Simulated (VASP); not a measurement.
Write the native input for VASP 6.6.1 that does the following.

```
Task                               : single point
Functional                         : HSE06
Potentials or basis                : VASP PAW PBE potentials, release 64 (Al, N)
Cutoff                             : 520 eV
k mesh                             : 6 × 6 × 4
Occupations                        : gaussian, width 0.01 eV
Spin                               : no spin polarisation
Dipole correction                  : no
Grid for exact exchange (PRECFOCK) : Normal
Further INCAR settings             : ALGO = Normal; EDIFF = 1e-06; NBANDS = 16
Share of exact exchange            : 0.25
Screening parameter                : 0.2079 1/Å
```

AlN:

```
CELL_PARAMETERS angstrom
3.15329 0.00000 0.00000
-1.57665 2.73083 0.00000
0.00000 0.00000 4.93608
ATOMIC_POSITIONS crystal
Al 0.33333 0.66667 0.99466
Al 0.66667 0.33333 0.49466
N 0.33333 0.66667 0.38034
N 0.66667 0.33333 0.88034
```

This cell differs from its parent crystal: epitaxial xy strain +1.5%.

One way to write it, as run:

POSCAR

```
AlN
1.0
    3.1532941678      0.0000000000      0.0000000000
   -1.5766470839      2.7308328549      0.0000000000
    0.0000000000      0.0000000000      4.9360797740
Al N
2 2
Direct
    0.3333333333      0.6666666667     -0.0053356497
    0.6666666667      0.3333333333      0.4946643503
    0.3333333333      0.6666666667      0.3803356497
    0.6666666667      0.3333333333      0.8803356497
```

INCAR.step1

```
SYSTEM = AlN
  PREC = Accurate
  ENCUT = 520
  EDIFF = 1E-5
  ISMEAR = 0
  SIGMA = 0.01
  LREAL = .FALSE.
  LASPH = .TRUE.
  NELM = 80
  ALGO = Normal
  ISIF = 2
  LWAVE = .TRUE.
  NBANDS = 16
  GGA = PE
```

INCAR.step2

```
SYSTEM = AlN
  PREC = Accurate
  ENCUT = 520
  EDIFF = 1E-6
  ISMEAR = 0
  SIGMA = 0.01
  LREAL = .FALSE.
  LASPH = .TRUE.
  NELM = 80
  ALGO = Normal
  ISIF = 2
  LWAVE = .FALSE.
  LCHARG = .TRUE.
  GGA = PE
  LHFCALC = .TRUE.
  HFSCREEN = 0.2079
  PRECFOCK = Normal
  LELF = .TRUE.
  LVHAR = .TRUE.
  NBANDS = 16
  ISTART = 1
```

KPOINTS

```
regular mesh
0
G
  6 6 4
  0 0 0
```

Potentials or basis: VASP PAW PBE potentials, release 64 (Al, N).

The run is started by

```sh
$ cat potpaw_PBE.64/Al/POTCAR potpaw_PBE.64/N/POTCAR > POTCAR
$ cp INCAR.step1 INCAR
$ mpirun -np 1 vasp_std > vasp.out
$ cp INCAR.step2 INCAR
$ mpirun -np 1 vasp_std > vasp.out
```

It gave:

The pressure is -5.4 GPa, the largest force is 0.007 eV/Å and the band gap on the k mesh is 5.27 eV.

Caveat: the cell differs from its parent crystal (epitaxial xy strain +1.5%); the cell stands under tension; the PAW data sets were made with another functional, which shifts forces and pressure a little.

Run time: 20 min on 1 thread of Intel(R) Xeon(R) Platinum 8488C (Sapphire Rapids), on a shared host, peak memory 0.26 GiB.
